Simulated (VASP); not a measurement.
PtSe2: single point with PBE+D3(BJ)

PtSe2:

```xyz
18
Lattice="0.0000 -6.4502 0.0000 5.5860 3.2251 0.0000 0.0000 0.0000 10.1240" Properties=species:S:1:pos:R:3 pbc="T T T"
Pt    1.8620   -3.2251    0.0000
Pt    1.8620   -3.2251    5.0620
Pt    0.0000    0.0000    0.0000
Pt    0.0000    0.0000    5.0620
Pt    3.7240    0.0000    0.0000
Pt    3.7240    0.0000    5.0620
Se    1.8620   -1.0750    1.2655
Se    1.8620   -1.0750    6.3275
Se    0.0000   -4.3001    1.2655
Se    0.0000   -4.3001    6.3275
Se    3.7240    2.1501    1.2655
Se    3.7240    2.1501    6.3275
Se    3.7240   -2.1501    3.7965
Se    3.7240   -2.1501    8.8585
Se    1.8620    1.0750    3.7965
Se    1.8620    1.0750    8.8585
Se    5.5860    1.0750    3.7965
Se    5.5860    1.0750    8.8585
```

```yaml
Program: VASP 6.6.1
Task: single point
Functional: PBE
Dispersion: D3(BJ)
Potentials_or_basis: VASP PAW PBE potentials, release 64 (Pt, Se)
Cutoff: 500 eV
k_mesh: 2 × 2 × 2, shifted
Occupations: gaussian, width 0.1 eV
Spin: no spin polarisation
```

```
Pressure                   : 3.5 GPa
Largest force              : 0.616 eV/Å
Band gap on the k mesh     : 0.47 eV
Dispersion energy per atom : -0.477 eV
```

Forces on the atoms (eV/Å):
```
Pt   0.000  0.000  0.000
Pt   0.000  0.000  0.000
Pt   0.000  0.000  0.000
Pt   0.000  0.000  0.000
Pt   0.000  0.000  0.000
Pt   0.000  0.000  0.000
Se   0.081 -0.047  0.609
Se   0.081 -0.047  0.609
Se   0.081 -0.047  0.609
Se   0.081 -0.047  0.609
Se   0.081 -0.047  0.609
Se   0.081 -0.047  0.609
Se  -0.081  0.047 -0.609
Se  -0.081  0.047 -0.609
Se  -0.081  0.047 -0.609
Se  -0.081  0.047 -0.609
Se  -0.081  0.047 -0.609
Se  -0.081  0.047 -0.609
```

Stress tensor (GPa, compression positive):
```
 4.40 -0.27  0.46
-0.27  4.08 -0.27
 0.46 -0.27  2.14
```

Levels at points of the mesh, in eV from the valence-band top:
```
           k point  band 62  band 63  band 64  band 65  band 66  band 67  band 68  band 69  band 70  band 71
(0.25, 0.25, 0.25)    -1.46    -1.42    -1.10    -1.10    -0.39     0.52     0.52     0.89     1.17     1.17
```

Wall time 3 min on 1 thread of Intel(R) Xeon(R) Platinum 8259CL CPU @ 2.50GHz (Skylake/Cascade Lake), with other jobs on the host, peak memory 0.47 GiB.

Caveat: the cell stands under pressure; spin-orbit coupling is left out, which moves the levels of the heavy elements; a shifted mesh leaves out Γ, where band edges can lie. A k mesh can miss the band edges.
